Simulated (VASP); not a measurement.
# BaTiO3 (R3m) in VASP: notebook

BaTiO3 is run at these levels: PBE+U; tasks: single point.

Program: VASP 6.6.1. These are calculated values, not measurements. Logs are shortened: lines on timing, memory, paths and dates and some standing lists are left out, and cuts for length are marked.

## 1. The cell of the first run

Symmetry: R3m, No. 160, trigonal system. The conventional cell has a = 5.978 Å, b = 5.978 Å, c = 7.355 Å, α = 90.00°, β = 90.00°, γ = 120.00°. Within 3.8 Å of Ba (site symmetry 3m) lie 12 O at 2.83 to 3.19 Å and 8 Ti at 3.58 to 3.77 Å. Within 2.5 Å of Ti (site symmetry 3m) lie 6 O at 1.86 to 2.41 Å. Within 2.5 Å of O (site symmetry m) lie 2 Ti at 1.86 to 2.41 Å.

## 2. Single point, PBE+U

File INCAR:

```
SYSTEM = BaTiO3
PREC     = Accurate       ! precision mode
ENCUT    = 1340           ! plane-wave cutoff, eV
EDIFF    = 1E-6           ! SCF threshold, eV
ISMEAR   = 0              ! smearing method
SIGMA    = 0.02           ! smearing width, eV
LREAL    = .False.        ! projectors in reciprocal space
LASPH    = .True.         ! aspherical terms in the spheres
NELM     = 200            ! most SCF steps
ALGO     = Normal         ! electronic algorithm
ISIF     = 2              ! what is computed and relaxed
LWAVE    = .False.        ! write WAVECAR
LCHARG   = .True.         ! write CHGCAR
LMAXMIX  = 4              ! l up to which the mixer works
LDAU     = .True.         ! DFT+U
LDAUTYPE = 2            
LDAUL    = -1 2 -1        ! shell
LDAUU    = 0 4 0          ! U, eV
LDAUJ    = 0 0 0        
LDAUPRINT= 1            
GGA      = PE             ! functional
LELF     = .True.         ! ELF
LVHAR    = .True.       
NBANDS   = 28             ! bands
GGA_COMPAT= .False.
```

File KPOINTS:

```
Automatic mesh
0
Gamma
  6 6 6
  0 0 0
```

File POSCAR:

```
BaTiO3
1.0
    2.9892485377      1.7258434479      2.4517903641
   -2.9892485377      1.7258434479      2.4517903641
    0.0000000000     -3.4516868959      2.4517903640
Ba Ti O
1 1 3
Direct
    0.0139316048      0.0139316048      0.0139316048
    0.5267947097      0.5267947097      0.5267947097
    0.4841135183      0.9621476492      0.4841135183
    0.4841135183      0.4841135183      0.9621476492
    0.9621476492      0.4841135183      0.4841135183
```

Potentials or basis: VASP PAW PBE potentials, release 64 (Ba_sv, Ti_sv, O_h).

Run with:

```bash
> cat potpaw_PBE.64/Ba_sv/POTCAR potpaw_PBE.64/Ti_sv/POTCAR potpaw_PBE.64/O_h/POTCAR > POTCAR
> mpirun -np 1 vasp_std > vasp.out
```

OUTCAR:

```text
SYSTEM = BaTiO3
   PREC = Accurate
   ENCUT = 1340
   EDIFF = 1E-6
   ISMEAR = 0
   LREAL = .False.
   LASPH = .True.
   NELM = 200
   ISIF = 2
   GGA = PE

 ion  position               nearest neighbor table
   1  0.014  0.014  0.014-   3 2.83   5 2.83   4 2.83   4 3.00   4 3.00   3 3.00   5 3.00   3 3.00
                             5 3.00   2 3.58   2 3.63   2 3.63   2 3.63   2 3.70   2 3.70   2 3.70
   2  0.527  0.527  0.527-   3 1.86   5 1.86   4 1.86   1 3.58   1 3.63   1 3.63   1 3.63   1 3.70
                             1 3.70   1 3.70   1 3.77
   3  0.484  0.962  0.484-   2 1.86   1 2.83   1 3.00   1 3.00
   4  0.484  0.484  0.962-   2 1.86   1 2.83   1 3.00   1 3.00
   5  0.962  0.484  0.484-   2 1.86   1 2.83   1 3.00   1 3.00

  LATTYP: Found a trigonal (rhomboedric) cell.
 ALAT       =     4.2338420396
 COS(alpha) =     0.0030239058

  Lattice vectors:

 A1 = (   2.9892485377,   1.7258434479,   2.4517903641)
 A2 = (  -2.9892485377,   1.7258434479,   2.4517903641)
 A3 = (   0.0000000000,  -3.4516868959,   2.4517903640)

Analysis of symmetry for initial positions (statically):
=====================================================================
 Subroutine PRICEL returns:
 Original cell was already a primitive cell.

 Routine SETGRP: Setting up the symmetry group for a
 trigonal (rhombohedral) supercell.

 Subroutine GETGRP returns: Found  6 space group operations
 (whereof  6 operations were pure point group operations)
 out of a pool of 12 trial point group operations.

The static configuration has the point symmetry C_3v.

Analysis of symmetry for dynamics (positions and initial velocities):
=====================================================================
 Subroutine PRICEL returns:
 Original cell was already a primitive cell.

 Routine SETGRP: Setting up the symmetry group for a
 trigonal (rhombohedral) supercell.

 Subroutine GETGRP returns: Found  6 space group operations
 (whereof  6 operations were pure point group operations)
 out of a pool of 12 trial point group operations.

The dynamic configuration has the point symmetry C_3v.

 Subroutine INISYM returns: Found  6 space group operations
 (whereof  6 operations are pure point group operations),
 and found     1 'primitive' translations

----------------------------------------------------------------------------------------

                                     Primitive cell

  volume of cell :      75.8924

  direct lattice vectors                    reciprocal lattice vectors
     2.989248538  1.725843448  2.451790364     0.167266118  0.096571139  0.135955071
    -2.989248538  1.725843448  2.451790364    -0.167266118  0.096571139  0.135955071
     0.000000000 -3.451686896  2.451790364     0.000000000 -0.193142277  0.135955071

  length of vectors
     4.233842040  4.233842040  4.233842040     0.236194243  0.236194243  0.236194243

  position of ions in fractional coordinates (direct lattice)
     0.013931605  0.013931605  0.013931605
     0.526794710  0.526794710  0.526794710
     0.484113518  0.962147649  0.484113518
     0.484113518  0.484113518  0.962147649
     0.962147649  0.484113518  0.484113518

  ion indices of the primitive-cell ions
   primitive index   ion index
                 1           1
                 2           2
                 3           3
                 4           4
                 5           5

----------------------------------------------------------------------------------------

 KPOINTS: Automatic mesh

Automatic generation of k-mesh.
 Grid dimensions read from file:
 generate k-points for:    6    6    6

 Generating k-lattice:

  Cartesian coordinates                     Fractional coordinates (reciprocal lattice)
     0.027877686  0.016095190  0.022659179     0.166666667 -0.000000000  0.000000000
    -0.027877686  0.016095190  0.022659179    -0.000000000  0.166666667  0.000000000
     0.000000000 -0.032190380  0.022659179     0.000000000  0.000000000  0.166666667

  Length of vectors
     0.039365707  0.039365707  0.039365707

  Shift w.r.t. Gamma in fractional coordinates (k-lattice)
     0.000000000  0.000000000  0.000000000

 Subroutine IBZKPT returns following result:
 ===========================================

 Found     32 irreducible k-points:

 Following reciprocal coordinates:
            Coordinates               Weight
  0.000000  0.000000  0.000000      1.000000
  0.166667  0.000000 -0.000000      6.000000
  0.333333  0.000000 -0.000000      6.000000
  0.500000  0.000000  0.000000      3.000000
  0.166667  0.166667 -0.000000      6.000000
  0.333333  0.166667  0.000000     12.000000
[... 16 lines left out ...]
  0.500000  0.500000  0.166667      6.000000
 -0.333333  0.500000  0.166667     12.000000
 [... further k-points ...]
   k-points           NKPTS =     32   k-points in BZ     NKDIM =     32   number of bands    NBANDS=     28
   number of dos      NEDOS =    301   number of ions     NIONS =      5
[... 76 lines left out ...]
  o =  0.1161  v =  0.0000  0.0000  0.0000  0.0000  0.0000  0.0000 -0.0000 -1.0000  0.0000  0.0000      0.0000  0.0000  0.0000  0.0000  0.0000  0.0000  0.0000  0.0000  0.0000  0.0000
  o =  0.1198  v =  0.0000  0.0000  0.0000  0.0000  0.0000 -0.6974  0.0000 -0.0000  0.7167 -0.0000      0.0000  0.0000  0.0000  0.0000  0.0000  0.0000  0.0000  0.0000  0.0000  0.0000
  o =  0.1198  v = -0.6974  0.0000 -0.0000  0.7167 -0.0000  0.0000  0.0000  0.0000  0.0000  0.0000      0.0000  0.0000  0.0000  0.0000  0.0000  0.0000  0.0000  0.0000  0.0000  0.0000
  o =  0.1198  v =  0.0000 -0.7167  0.0000  0.0000  0.6974  0.0000  0.0000  0.0000  0.0000  0.0000      0.0000  0.0000  0.0000  0.0000  0.0000  0.0000  0.0000  0.0000  0.0000  0.0000
  o =  0.1198  v =  0.0000  0.0000  0.0000  0.0000  0.0000  0.0000 -0.7167  0.0000  0.0000  0.6974      0.0000  0.0000  0.0000  0.0000  0.0000  0.0000  0.0000  0.0000  0.0000  0.0000
  o =  0.2451  v =  0.0000  0.6974  0.0000  0.0000  0.7167  0.0000  0.0000  0.0000  0.0000  0.0000      0.0000  0.0000  0.0000  0.0000  0.0000  0.0000  0.0000  0.0000  0.0000  0.0000
  o =  0.2451  v =  0.0000  0.0000  0.0000  0.0000  0.0000  0.0000  0.6974  0.0000  0.0000  0.7167      0.0000  0.0000  0.0000  0.0000  0.0000  0.0000  0.0000  0.0000  0.0000  0.0000
  o =  0.2451  v = -0.7167  0.0000  0.0000 -0.6974  0.0000  0.0000  0.0000  0.0000  0.0000  0.0000      0.0000  0.0000  0.0000  0.0000  0.0000  0.0000  0.0000  0.0000  0.0000  0.0000
  o =  0.2451  v =  0.0000  0.0000  0.0000  0.0000  0.0000 -0.7167  0.0000  0.0000 -0.6974  0.0000      0.0000  0.0000  0.0000  0.0000  0.0000  0.0000  0.0000  0.0000  0.0000  0.0000

 number of electron      40.0000000 magnetization

 Free energy of the ion-electron system (eV)
  ---------------------------------------------------
  ext. energy  EPLUGINS =         0.00000000
  ---------------------------------------------------
  free energy    TOTEN  =       -37.02803631 eV

  energy without entropy =      -37.02803631  energy(sigma->0) =      -37.02803631

 E-fermi :   3.1703     XC(G=0): -10.3398

 val. band max:        2.9250441486   @ k =   0.5000   0.5000   0.5000
 cond. band min:       6.1267833535   @ k =  -0.1667   0.1667   0.0000
 fundamental gap:      3.2017392049
 Fermi energy:         3.1703235145

 k-point     1 :       0.0000    0.0000    0.0000
  band No.  band energies     occupation
      1     -54.4334      2.00000
      2     -30.6827      2.00000
      3     -30.6172      2.00000
      4     -30.6172      2.00000
      5     -22.3485      2.00000
      6     -13.4944      2.00000
[... 20 lines left out ...]
     27       7.9467      0.00000
     28       8.5492      0.00000

 k-point     2 :       0.1667    0.0000   -0.0000
  band No.  band energies     occupation
      1     -54.4333      2.00000
      2     -30.6842      2.00000
      3     -30.6204      2.00000
      4     -30.6170      2.00000
      5     -22.3369      2.00000
      6     -13.4851      2.00000
[... 20 lines left out ...]
     27       8.3032      0.00000
     28       9.1926      0.00000

 k-point     3 :       0.3333    0.0000   -0.0000
  band No.  band energies     occupation
      1     -54.4332      2.00000
      2     -30.6879      2.00000
      3     -30.6262      2.00000
      4     -30.6166      2.00000
      5     -22.3135      2.00000
      6     -13.4974      2.00000
[... 616 lines left out ...]
      3     -30.6358      2.00000
      4     -30.6250      2.00000
      5     -22.2591      2.00000
      6     -13.0395      2.00000
[... 20 lines left out ...]
     27      10.4879      0.00000
     28      10.7625      0.00000

 k-point    24 :      -0.3333    0.5000    0.1667
  band No.  band energies     occupation
      1     -54.4327      2.00000
      2     -30.6947      2.00000
      3     -30.6336      2.00000
      4     -30.6244      2.00000
      5     -22.2676      2.00000
      6     -13.1707      2.00000
[... 20 lines left out ...]
     27      10.2274      0.00000
     28      10.6143      0.00000

 [... further k-points ...]
[... 5 lines left out ...]
  --------------------------------------------------------------------------------------
  -------------------------------------------------------------------------------------
  Total       -3.0483217     -3.0483217     -2.2253889      0.0000000     -0.0000000      0.0000000
  in kB      -64.3536781    -64.3536781    -46.9805923      0.0000000     -0.0000000      0.0000000
  external PRESSURE =     -58.5626495 kB  Pullay stress =       0.0000000 kB

 VOLUME and BASIS-vectors are now :
 -----------------------------------------------------------------------------
  energy-cutoff  :     1340.00
  volume of cell :       75.89
      direct lattice vectors                 reciprocal lattice vectors
     2.989248538  1.725843448  2.451790364     0.167266118  0.096571139  0.135955071
    -2.989248538  1.725843448  2.451790364    -0.167266118  0.096571139  0.135955071
     0.000000000 -3.451686896  2.451790364     0.000000000 -0.193142277  0.135955071

 POSITION                                       TOTAL-FORCE (eV/Angst)
 -----------------------------------------------------------------------------------
      0.00000     -0.00000      0.10247        -0.000000      0.000000     -0.079885
      0.00000     -0.00000      3.87477        -0.000000      0.000000     -0.806237
     -1.42896      0.82501      4.73287        -0.382148      0.220633      0.295374
      0.00000     -1.65002      4.73287        -0.000000     -0.441267      0.295374
      1.42896      0.82501      4.73287         0.382148      0.220633      0.295374
 -----------------------------------------------------------------------------------
    total drift:                               -0.000000      0.000001      0.001632

  FREE ENERGIE OF THE ION-ELECTRON SYSTEM (eV)
  ---------------------------------------------------
  free  energy   TOTEN  =       -37.0280363103 eV

  energy  without entropy=      -37.0280363103  energy(sigma->0) =      -37.02803631
```

Wall time 5.5 min (1 thread of Intel Xeon Platinum 8259CL at 2.50GHz (Skylake/Cascade Lake), shared host); peak memory 0.58 GiB.

What came out:

```
Free energy            : -37.0280 eV
Pressure               : -5.9 GPa
Largest force          : 0.806 eV/Å
Band gap on the k mesh : 3.20 eV (least direct gap 3.80 eV)
```

Forces in eV/Å, atoms in the order of the input:
```
Ba   0.000  0.000 -0.080
Ti   0.000  0.000 -0.806
O   -0.382  0.221  0.295
O    0.000 -0.441  0.295
O    0.382  0.221  0.295
```

Stress tensor (GPa, compression positive):
```
-6.44  0.00  0.00
 0.00 -6.44  0.00
 0.00  0.00 -4.70
```

Eigenvalues of the final occupation matrices:
| site | spin | trace | eigenvalues |
| --- | --- | --- | --- |
| site 2 d | 1 | 0.85 | 0.12 0.12 0.12 0.25 0.25 |
| site 2 d | 2 | 0.85 | 0.12 0.12 0.12 0.25 0.25 |

Caveat: the cell stands under tension; spin-orbit coupling is left out, which moves the levels of the heavy elements. A k mesh can miss the band edges.

## 3. Single point, PBE+U (equal strain along all axes, cell held: +1.5 %, then relaxed in part)

File INCAR:

```
  ALGO = Normal
  EDIFF = 1E-6
  ENCUT = 1340
  GGA = PE
  GGA_COMPAT = F
  ISIF = 2
  ISMEAR = 0
  LASPH = T
  LCHARG = F
  LDAU = T
  LDAUJ = 0 0 0
  LDAUL = -1 2 -1
  LDAUPRINT = 1
  LDAUTYPE = 2
  LDAUU = 0 4 0
  LMAXMIX = 4
  LREAL = F
  LWAVE = F
  NBANDS = 28
  NELM = 200
  PREC = Accurate
  SIGMA = 0.02
```

File KPOINTS:

```
k-points
0
Gamma
  6 6 6
```

File POSCAR:

```
BaTiO3
1.0
    2.9034327902      1.6762977030      2.3814040378
   -2.9034327902      1.6762977030      2.3814040378
    0.0000000000     -3.3525954060      2.3814040378
Ba Ti O
1 1 3
Direct
    0.0050583078      0.0050583078      0.0050583078
    0.5176191851      0.5176191851      0.5176191851
    0.4870314484      0.9743606104      0.4870314484
    0.4870314484      0.4870314484      0.9743606104
    0.9743606104      0.4870314484      0.4870314484
```

Potentials or basis: VASP PAW PBE potentials, release 64 (Ba_sv, Ti_sv, O_h).

Run with:

```bash
> cat potpaw_PBE.64/Ba_sv/POTCAR potpaw_PBE.64/Ti_sv/POTCAR potpaw_PBE.64/O_h/POTCAR > POTCAR
> mpirun -np 1 vasp_std > vasp.out
```

Wall time 4.8 min (1 thread of Intel Xeon Platinum 8488C (Sapphire Rapids), shared host); peak memory 0.52 GiB.

It converged, with:

```
Free energy            : -37.2977 eV
Pressure               : -0.9 GPa
Largest force          : 0.715 eV/Å
Band gap on the k mesh : 2.91 eV (least direct gap 3.49 eV)
```

Forces on the atoms (eV/Å):
```
Ba   0.000  0.000 -0.056
Ti   0.000  0.000 -0.715
O   -0.314  0.182  0.257
O    0.000 -0.363  0.257
O    0.314  0.182  0.257
```

Stress tensor (GPa, compression positive):
```
-1.00  0.00  0.00
 0.00 -1.00  0.00
 0.00  0.00 -0.72
```

Levels at points of the mesh, in eV from the valence-band top:
| k point | band 17 | band 18 | band 19 | band 20 | band 21 | band 22 | band 23 | band 24 |
| --- | --- | --- | --- | --- | --- | --- | --- | --- |
| (0.00, 0.00, 0.00) | -0.95 | -0.65 | -0.58 | -0.58 | 2.91 | 2.91 | 3.02 | 4.28 |
| (0.50, 0.00, 0.00) | -1.56 | -1.45 | -1.03 | -0.94 | 3.06 | 3.96 | 4.09 | 4.25 |
| (0.50, 0.50, 0.00) | -1.72 | -0.93 | -0.87 | -0.09 | 4.05 | 4.08 | 4.38 | 4.60 |
| (0.50, 0.50, 0.50) | -2.25 | -0.04 | -0.04 | 0.00 | 4.38 | 4.61 | 4.61 | 6.15 |

Eigenvalues of the final occupation matrices:
```csv
site,spin,trace,eigenvalues
site 2 d,1,0.82,0.11 0.11 0.11 0.24 0.24
site 2 d,2,0.82,0.11 0.11 0.11 0.24 0.24
```

Caveat: the cell differs from its parent crystal (equal strain along all axes, cell held: +1.5 %, then relaxed in part); spin-orbit coupling is left out, which moves the levels of the heavy elements. A k mesh can miss the band edges.

## 4. Single point, PBE+U (equal strain along all axes, cell held: +3.0 %, then relaxed in part)

File INCAR:

```
ALGO = Normal
EDIFF = 1E-6
ENCUT = 1340
GGA = PE
GGA_COMPAT = False
ISIF = 2
ISMEAR = 0
LASPH = True
LCHARG = True
LDAU = True
LDAUJ = 0 0 0
LDAUL = -1 2 -1
LDAUPRINT = 1
LDAUTYPE = 2
LDAUU = 0 4 0
LELF = True
LMAXMIX = 4
LREAL = False
LVHAR = True
LWAVE = False
NBANDS = 28
NELM = 200
PREC = Accurate
SIGMA = 0.02
```

KPOINTS is that of step 3.

File POSCAR:

```
BaTiO3
1.0
    2.9463406640      1.7010705755      2.4165972010
   -2.9463406640      1.7010705755      2.4165972010
    0.0000000000     -3.4021411510      2.4165972009
Ba Ti O
1 1 3
Direct
    0.0092827295      0.0092827295      0.0092827295
    0.5226084733      0.5226084733      0.5226084733
    0.4855102411      0.9681893152      0.4855102411
    0.4855102411      0.4855102411      0.9681893152
    0.9681893152      0.4855102411      0.4855102411
```

Run with:

```bash
> cat potpaw_PBE.64/Ba_sv/POTCAR potpaw_PBE.64/Ti_sv/POTCAR potpaw_PBE.64/O_h/POTCAR > POTCAR
> mpirun -np 1 vasp_std > vasp.out
```

Wall time 4.2 min (1 thread of AMD EPYC 7R43 (Zen 3), shared host); peak memory 0.5 GiB.

It converged, with:

```
Free energy            : -37.1889 eV
Pressure               : -3.9 GPa
Largest force          : 0.780 eV/Å
Band gap on the k mesh : 3.09 eV (least direct gap 3.66 eV)
```

Forces on the atoms (eV/Å):
```
Ba   0.000  0.000 -0.070
Ti   0.000  0.000 -0.780
O   -0.353  0.204  0.283
O    0.000 -0.407  0.283
O    0.353  0.204  0.283
```

Stress tensor (GPa, compression positive):
```
-4.21  0.00  0.00
 0.00 -4.21  0.00
 0.00  0.00 -3.21
```

Levels at points of the mesh, in eV from the valence-band top:
| k point | band 17 | band 18 | band 19 | band 20 | band 21 | band 22 | band 23 | band 24 |
| --- | --- | --- | --- | --- | --- | --- | --- | --- |
| (0.00, 0.00, 0.00) | -0.88 | -0.77 | -0.74 | -0.74 | 3.16 | 3.16 | 3.28 | 4.37 |
| (0.50, 0.00, 0.00) | -1.51 | -1.35 | -1.09 | -0.97 | 3.29 | 3.96 | 4.14 | 4.37 |
| (0.50, 0.50, 0.00) | -1.67 | -0.94 | -0.84 | -0.09 | 4.02 | 4.13 | 4.38 | 4.55 |
| (0.50, 0.50, 0.50) | -2.21 | -0.07 | -0.07 | 0.00 | 4.27 | 4.59 | 4.59 | 5.96 |

Eigenvalues of the final occupation matrices:
| site | spin | trace | eigenvalues |
| --- | --- | --- | --- |
| site 2 d | 1 | 0.83 | 0.11 0.12 0.12 0.24 0.24 |
| site 2 d | 2 | 0.83 | 0.11 0.12 0.12 0.24 0.24 |

Caveat: the cell differs from its parent crystal (equal strain along all axes, cell held: +3.0 %, then relaxed in part); the cell stands under tension; spin-orbit coupling is left out, which moves the levels of the heavy elements.

## 5. Summary

| cell | gap on the mesh (eV) | pressure (GPa) | largest force (eV/Å) |
| --- | --- | --- | --- |
| a = 4.234 Å, angles 89.8°, 5 atoms, atomic positions A | 3.20 | -5.9 | 0.81 |
| a = 4.112 Å, angles 89.8°, 5 atoms, atomic positions B | 2.91 | -0.9 | 0.71 |
| a = 4.173 Å, angles 89.8°, 5 atoms, atomic positions C | 3.09 | -3.9 | 0.78 |

Alike in all rows: task single point; level PBE+U; potentials or basis VASP PAW PBE potentials, release 64 (Ba_sv, Ti_sv, O_h); no spin polarisation; Ti d U = 4.0 eV; k mesh 6 × 6 × 6; cutoff (eV) 1340; smearing gaussian 0.02 eV.

Caveats: spin-orbit coupling is left out, which moves the levels of the heavy elements; the cell stands under tension (at least some runs).

Absolute energies hang on the potentials; compare differences alone.
